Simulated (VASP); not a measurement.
A run of VASP 6.6.1 is set up as follows.

INCAR

```
ALGO     = Normal         # electronic algorithm
EDIFF    = 1E-7           # SCF threshold, eV
ENCUT    = 520            # plane-wave cutoff, eV
GGA      = PS             # functional
ISIF     = 2              # what is computed and relaxed
ISMEAR   = 1              # smearing method
LASPH    = True           # aspherical terms in the spheres
LCHARG   = False          # write CHGCAR
LREAL    = False          # projectors in reciprocal space
LWAVE    = False          # write WAVECAR
NBANDS   = 11             # bands
NELM     = 60             # most SCF steps
PREC     = Accurate       # precision mode
SIGMA    = 0.05           # smearing width, eV
```

The input KPOINTS:

```
k-points
0
Gamma
  9 9 9
```

File POSCAR:

```
Pt
1.0
    2.4408829272      0.0000000000      0.0000000000
    0.0000000000      2.4408829272      0.0000000000
    0.0000000000      0.0000000000      2.4408829272
Pt
1
Direct
    0.0000000000      0.0000000000      0.0000000000
```

Potentials or basis: VASP PAW PBE potentials, release 64 (Pt).

The run is started by

```console
$ cat potpaw_PBE.64/Pt/POTCAR > POTCAR
$ mpirun -np 1 vasp_std > vasp.out
```

**Question.** Estimate the band gap on the k mesh.

**Answer.** Zero (band 5 reaches 14.19 eV, above the bottom of band 6 at 10.41 eV).

**Question.** What does it give for the pressure?

**Answer.** 59.4 GPa.

Caveat: the PAW data sets were made with another functional, which shifts forces and pressure a little; spin-orbit coupling is left out, which moves the levels of the heavy elements.
